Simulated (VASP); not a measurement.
# CdHg2Te3 in VASP: a series of runs, part 2 of 2

VASP 6.6.1.

## (3) Relaxation of cell and atoms, PBE

This run uses another cell than the first one: it holds 6 atoms, not 12.

Contents of INCAR:

```
ALGO = Normal
EDIFF = 1E-6
EDIFFG = -0.04
ENCUT = 600
GGA = PE
IBRION = 2
ISIF = 3
ISMEAR = 0
LASPH = True
LCHARG = False
LREAL = False
LWAVE = False
NELM = 80
NSW = 90
PREC = Accurate
SIGMA = 0.1
```

Contents of KPOINTS:

```
k-points
0
Gamma
  6 6 2
```

Contents of POSCAR:

```
CdHg2Te3
1.0
    3.9381619700     -2.2736988700      0.0000000000
    3.9381619700      2.2736988700      0.0000000000
    0.0000000000      0.0000000000     10.1501364500
Cd Hg Te
1 2 3
Direct
    0.3116808500      0.6883191500      0.5000000000
    0.6883191500      0.0000000000      0.8333333300
    0.0000000000      0.3116808500      0.1666666700
    0.5137171700      0.0000000000      0.3333333300
    0.4862828300      0.5137171700      0.0000000000
    0.0000000000      0.4862828300      0.6666666700
```

Potentials or basis: VASP PAW PBE potentials, release 64 (Cd, Hg, Te).

Started as:

```sh
> cat potpaw_PBE.64/Cd/POTCAR potpaw_PBE.64/Hg/POTCAR potpaw_PBE.64/Te/POTCAR > POTCAR
> mpirun -np 1 vasp_std > vasp.out
```

OUTCAR:

```text
EDIFF = 1E-6
   EDIFFG = -0.04
   ENCUT = 600
   GGA = PE
   IBRION = 2
   ISIF = 3
   ISMEAR = 0
   LASPH = True
   LREAL = False
   NELM = 80
   NSW = 90
   PREC = Accurate

 ion  position               nearest neighbor table
   1  0.312  0.688  0.500-   4 2.65   6 2.65   6 3.26   4 3.26   6 3.59   4 3.59
   2  0.688  0.000  0.833-   6 2.65   5 2.65   6 3.26   5 3.26   6 3.59   5 3.59
   3  0.000  0.312  0.167-   4 2.65   5 2.65   4 3.26   5 3.26   4 3.59   5 3.59
   4  0.514  0.000  0.333-   3 2.65   1 2.65   3 3.26   1 3.26   3 3.59   1 3.59
   5  0.486  0.514  0.000-   3 2.65   2 2.65   3 3.26   2 3.26   3 3.59   2 3.59
   6  0.000  0.486  0.667-   2 2.65   1 2.65   2 3.26   1 3.26   2 3.59   1 3.59

  LATTYP: Found a hexagonal cell.
 ALAT       =     4.5473977452
 C/A-ratio  =     2.2320757978

  Lattice vectors:

 A1 = (  -3.9381619700,  -2.2736988700,   0.0000000000)
 A2 = (   3.9381619700,  -2.2736988700,   0.0000000000)
 A3 = (   0.0000000000,   0.0000000000,  10.1501364500)

Analysis of symmetry for initial positions (statically):
=====================================================================
 Subroutine PRICEL returns:
 Original cell was already a primitive cell.

 Routine SETGRP: Setting up the symmetry group for a
 hexagonal supercell.

 Subroutine GETGRP returns: Found  2 space group operations
 (whereof  2 operations were pure point group operations)
 out of a pool of 24 trial point group operations.

The static configuration has the point symmetry C_2 .

Analysis of symmetry for dynamics (positions and initial velocities):
=====================================================================
 Subroutine PRICEL returns:
 Original cell was already a primitive cell.

 Routine SETGRP: Setting up the symmetry group for a
 hexagonal supercell.

 Subroutine GETGRP returns: Found  2 space group operations
 (whereof  2 operations were pure point group operations)
 out of a pool of 24 trial point group operations.
[... 145 lines left out ...]
 maximum number of plane-waves:      6105
   NGX = 19   NGY = 19   NGZ = 41

--------------------------------------- Ionic step        1  -------------------------------------------

 number of electron      54.0000001 magnetization

 Free energy of the ion-electron system (eV)
  ---------------------------------------------------
  ext. energy  EPLUGINS =         0.00000000
  ---------------------------------------------------
  free energy    TOTEN  =       -11.21455534 eV

  energy without entropy =      -11.21455529  energy(sigma->0) =      -11.21455532

------------------------ aborting loop because EDIFF is reached ----------------------------------------

  FORCE on cell =-STRESS in cart. coord.  units (eV):
  Direction    XX          YY          ZZ          XY          YZ          ZX
  --------------------------------------------------------------------------------------
  -------------------------------------------------------------------------------------
  Total        5.4991296      5.0519694      6.6380478      0.0000000      0.0000000     -1.0605817
  in kB       48.4703481     44.5289955     58.5089843      0.0000000      0.0000000     -9.3481637
  external PRESSURE =      50.5027760 kB  Pullay stress =       0.0000000 kB
[... 101 lines left out ...]
  FREE ENERGIE OF THE ION-ELECTRON SYSTEM (eV)
  ---------------------------------------------------
  free  energy   TOTEN  =       -11.5161437406 eV

  energy  without entropy=      -11.5161436147  energy(sigma->0) =      -11.51614368

[... ionic steps 4 to 15 ...]

--------------------------------------- Ionic step       16  -------------------------------------------

 number of electron      54.0000001 magnetization

------------------------ aborting loop because EDIFF is reached ----------------------------------------
[... 75 lines left out ...]
--------------------------------------- Ionic step       18  -------------------------------------------

 number of electron      54.0000000 magnetization

 Free energy of the ion-electron system (eV)
  ---------------------------------------------------
  ext. energy  EPLUGINS =         0.00000000
  ---------------------------------------------------
  free energy    TOTEN  =       -11.65675556 eV

  energy without entropy =      -11.65675555  energy(sigma->0) =      -11.65675555

 E-fermi :   3.0481     XC(G=0):  -8.8510

 val. band max:        2.6879473509   @ k =   0.0000   0.0000   0.5000
 cond. band min:       3.4083456542   @ k =   0.0000   0.0000   0.0000
 fundamental gap:      0.7203983033
 Fermi energy:         3.0481464231

 k-point     1 :       0.0000    0.0000    0.0000
  band No.  band energies     occupation
      1      -8.7922      2.00000
      2      -8.0575      2.00000
      3      -8.0283      2.00000
      4      -5.6265      2.00000
      5      -5.4805      2.00000
      6      -5.4799      2.00000
[... 829 lines left out ...]
     31       5.7736      0.00000
     32       6.4177      0.00000

 [... further k-points ...]
[... 5 lines left out ...]
  --------------------------------------------------------------------------------------
  -------------------------------------------------------------------------------------
  Total       -0.1002409      0.0084945     -0.0761683      0.0000000      0.0000000      0.0273563
  in kB       -0.7869362      0.0666857     -0.5979555      0.0000000      0.0000000      0.2147596
  external PRESSURE =      -0.4394020 kB  Pullay stress =       0.0000000 kB
[... 21 lines left out ...]
  FREE ENERGIE OF THE ION-ELECTRON SYSTEM (eV)
  ---------------------------------------------------
  free  energy   TOTEN  =       -11.6567555551 eV

  energy  without entropy=      -11.6567555515  energy(sigma->0) =      -11.65675555

 reached required accuracy - stopping structural energy minimisation
```

Run time: 44 min. Hardware: 1 thread of Oxide Virtual Turin-like, shared host; peak memory 0.44 GiB.

Results:

| Property | Result |
| --- | --- |
| Free energy | -11.6568 eV |
| Relaxed volume | 34.01 Å³/atom |
| Relaxed cell | a = 4.660 Å, b = 4.660 Å, c = 10.564 Å, α = 93.81°, β = 93.81°, γ = 63.15° |
| Space group after relaxing (to 0.1 Å) | C2 (No. 5) |
| Energy gained by relaxing | 73.7 meV/atom |
| Ionic steps | 18 |
| Pressure after relaxing | 0.0 GPa |
| Largest force after relaxing | 0.037 eV/Å |
| Band gap on the k mesh | 0.72 eV (least direct gap 0.80 eV) |

Forces in eV/Å, atoms in the order of the input:
```
Cd   0.000 -0.016  0.000
Hg   0.016 -0.018 -0.019
Hg  -0.016 -0.018  0.019
Te  -0.017  0.008 -0.012
Te   0.000  0.037  0.000
Te   0.017  0.008  0.012
```

Stress tensor (GPa, compression positive):
```
-0.08  0.00  0.02
 0.00  0.01  0.00
 0.02  0.00 -0.06
```

Step by step:
| step | energy change (eV) | largest force (eV/Å) | pressure (GPa) | volume (Å³) |
| --- | --- | --- | --- | --- |
| 1 | 0.0000 | 0.8244 | 5.05 | 181.77 |
| 2 | -0.2567 | 0.3578 | -1.60 | 208.05 |
| 3 | -0.3016 | 0.2817 | -0.09 | 199.87 |
| 4 | -0.3015 | 0.2811 | -0.16 | 200.24 |
| 5 | -0.3160 | 0.2825 | -0.13 | 200.11 |
| 6 | -0.3409 | 0.3192 | 0.10 | 199.66 |
| 7 | -0.3527 | 0.2946 | 0.05 | 199.81 |
| 8 | -0.3839 | 0.2499 | -0.06 | 200.27 |
| 9 | -0.4211 | 0.1432 | -0.17 | 201.11 |
| 10 | -0.4231 | 0.1782 | -0.17 | 201.42 |
| 11 | -0.4234 | 0.1599 | -0.17 | 201.33 |
| 12 | -0.4278 | 0.0891 | 0.14 | 200.22 |
| 13 | -0.4282 | 0.0795 | 0.25 | 199.78 |
| 14 | -0.4329 | 0.1072 | 0.13 | 200.80 |
| 15 | -0.4368 | 0.1516 | -0.04 | 202.53 |
| 16 | -0.4411 | 0.0476 | 0.04 | 202.99 |
| 17 | -0.4414 | 0.0510 | 0.07 | 203.15 |
| 18 | -0.4422 | 0.0366 | -0.04 | 204.09 |

Final structure:
```
CELL_PARAMETERS angstrom
3.96733 -2.44025 -0.15872
3.96733 2.44025 -0.15872
-0.40194 0.00000 10.55640
ATOMIC_POSITIONS crystal
Cd 0.37317 0.62683 0.50000
Hg 0.68210 0.99374 0.83433
Hg 0.00626 0.31790 0.16567
Te 0.49068 0.03567 0.34344
Te 0.48346 0.51654 0.00000
Te 0.96432 0.50932 0.65656
```

Levels at points of the mesh, in eV from the valence-band top:
```tsv
k point	band 23	band 24	band 25	band 26	band 27	band 28	band 29	band 30	band 31	band 32
(0.00, 0.00, 0.00)	-1.04	-0.82	-0.46	-0.26	-0.08	0.72	2.24	2.29	3.05	3.53
(0.50, 0.00, 0.00)	-2.01	-1.68	-1.28	-0.87	-0.61	0.89	1.75	2.15	2.88	4.28
(0.50, 0.50, 0.00)	-2.09	-1.93	-1.25	-1.20	-1.11	1.25	1.77	1.81	2.49	4.05
(0.00, 0.00, 0.50)	-0.97	-0.95	-0.48	-0.37	0.00	1.59	1.64	2.29	2.81	4.41
(0.50, 0.00, 0.50)	-2.29	-1.68	-1.35	-0.87	-0.62	1.14	1.71	2.68	2.82	4.13
(0.50, 0.50, 0.50)	-2.07	-1.93	-1.92	-1.15	-0.83	1.18	1.80	2.17	2.93	3.40
```

Caveat: spin-orbit coupling is left out, which moves the levels of the heavy elements. A k mesh can miss the band edges.
